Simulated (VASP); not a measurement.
A run of VASP 6.6.1:

File INCAR:

```
PREC = Accurate
ENCUT = 1000
EDIFF = 1E-6
ISMEAR = -1
SIGMA = 0.05
LREAL = Auto
LASPH = True
NELM = 120
ALGO = Normal
ISIF = 2
LWAVE = False
LCHARG = True
GGA = PE
IVDW = 12
LELF = True
LVHAR = True
NBANDS = 58
GGA_COMPAT = False
```

The input KPOINTS:

```
Automatic mesh
0
Gamma
  1 1 1
```

File POSCAR:

```
H18CO9
1.0
    6.4704780000      0.0000000000      0.0000000000
    0.0000000000      6.4704780000      0.0000000000
    0.0000000000      0.0000000000      6.4704780000
O H C
9 18 1
Direct
    0.8037041162      0.8314895613      0.4282764100
    1.0699482180      0.1139269088      0.5756489799
    0.5606947831      0.1435427717      0.0293886512
    0.1665982691      0.3232952860      0.2175846259
    0.4436781821     -0.0613438110      0.6717996549
    0.5223753298      0.5776029140      0.8528182310
    0.0648644577      0.9261778725      1.0740789841
    0.3732342728      0.6656049625      0.2306697233
   -0.0736274106      0.4689901038      0.8896894939
    0.8229123950      0.8533169302      0.2795981162
    0.6552067614      0.8522216857      0.4544822061
    1.1021607003      0.1939389372      0.4491233705
    0.9559072718      0.0189093067      0.5308708204
    0.6324996993      0.2688789802     -0.0120772707
    0.4356766429      0.1959915692      0.0968025960
    0.2548202453      0.4529233958      0.2390186929
    0.0590910312      0.3757168231      0.1225768292
    0.3071123636     -0.0072359773      0.6280817618
    0.4859274751      0.0253372872      0.7908336889
    0.4895412739      0.7067309520      0.7738489206
    0.6738942121      0.5613236672      0.8457584569
    0.1098266515      1.0653318389      1.1158340636
    0.0632487863      0.9318978140      0.9238259086
    0.2634636961      0.7636312981      0.1889729246
    0.4473279937      0.6421296975      0.0963773138
   -0.0072968091      0.5207379215      0.5878214695
    0.2148959111      0.4460803173      0.7670653440
    0.0470829799      0.4732299861      0.7427597330
```

Potentials or basis: VASP PAW PBE potentials, release 64 (O_h, H_h, C_h).

Launch:

```sh
$ cat potpaw_PBE.64/O_h/POTCAR potpaw_PBE.64/H_h/POTCAR potpaw_PBE.64/C_h/POTCAR > POTCAR
$ mpirun -np 1 vasp_gam > vasp.out
```

Hardware: 1 thread of AMD EPYC 7571, with other jobs on the host.

**Question.** Estimate the wall time of this run.

**Answer.** It took 3.1 min on 1 thread of AMD EPYC 7571, on a shared host, peak memory 0.64 GiB. Counts: scf iterations 16, k points 1.
